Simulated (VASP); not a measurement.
Here is a VASP 6.6.1 calculation.

File INCAR:

```
SYSTEM = AlN
PREC = Accurate
ENCUT = 600
EDIFF = 1E-8
ISMEAR = 0
SIGMA = 0.01
LREAL = .False.
LASPH = .True.
NELM = 120
ALGO = Normal
ISIF = 2
LWAVE = .False.
LCHARG = .False.
NBANDS = 11
IBRION = 8
NSW = 1
LEPSILON = .True.
GGA_COMPAT = .False.
```

The input KPOINTS:

```
regular mesh
0
Gamma
  10 10 10
  0 0 0
```

POSCAR

```
AlN
1.0
    0.0000000000      2.0050835826      2.0050835826
    2.0050835826      0.0000000000      2.0050835826
    2.0050835826      2.0050835826      0.0000000000
Al N
1 1
Direct
    0.5000000000      0.5000000000      0.5000000000
    0.0000000000      0.0000000000      0.0000000000
```

Potentials or basis: VASP PAW LDA potentials, release 64 (Al, N).

Run with:

```sh
$ cat potpaw_LDA.64/Al/POTCAR potpaw_LDA.64/N/POTCAR > POTCAR
$ mpirun -np 1 vasp_std > vasp.out
```

(1) Predict the electronic dielectric tensor (diagonal).

(2) Predict the Born charges (mean of the diagonal).

(3) Predict the highest phonon frequency at Γ, LO-TO splitting left out.

Answers

(1) 5.03.

(2) Al +2.94; N -2.94 e.

(3) 485 cm⁻¹.
